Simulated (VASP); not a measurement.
## GaN: single point with PBEsol

The system is GaN.

```
Ga N
1.0
     0.00000    1.99250    1.95265
     1.99250    0.00000    1.95265
     1.99250    1.99250    0.00000
Ga N
1 1
Cartesian
  1.9925 1.9925 1.9526
  0.0000 0.0000 0.0000
```

This cell differs from its parent crystal: zz strain of -2 %.

- Program: VASP 6.6.1
- Task: single point
- Functional: PBEsol
- Potentials or basis: VASP PAW PBE potentials, release 64 (Ga_d, N)
- Cutoff: 520 eV
- k mesh: 13 × 13 × 13
- Occupations: fermi-dirac, width 0.02 eV
- Spin: no spin polarisation
- Dipole correction: no
- Further INCAR settings: ALGO = Normal; EDIFF = 1e-07; NBANDS = 16

The pressure is 69.7 GPa and the band gap on the k mesh is 1.77 eV, indirect (least direct gap 5.47 eV).

Stress tensor (GPa, compression positive):
```
65.97  0.00  0.00
 0.00 65.97  0.00
 0.00  0.00 77.20
```

Levels at points of the mesh, in eV from the valence-band top:
| k point | band 6 | band 7 | band 8 | band 9 | band 10 | band 11 | band 12 | band 13 |
| --- | --- | --- | --- | --- | --- | --- | --- | --- |
| (0.00, 0.00, 0.00) | -13.82 | -0.96 | -0.77 | -0.77 | 4.70 | 15.75 | 15.75 | 15.90 |

It took 25 s on 1 thread of Intel(R) Xeon(R) 6975P-C (Granite Rapids), with other jobs on the host, peak memory 0.18 GiB.

Caveat: the cell differs from its parent crystal (zz strain of -2 %); the PAW data sets were made with another functional, which shifts forces and pressure a little. A k mesh can miss the band edges.
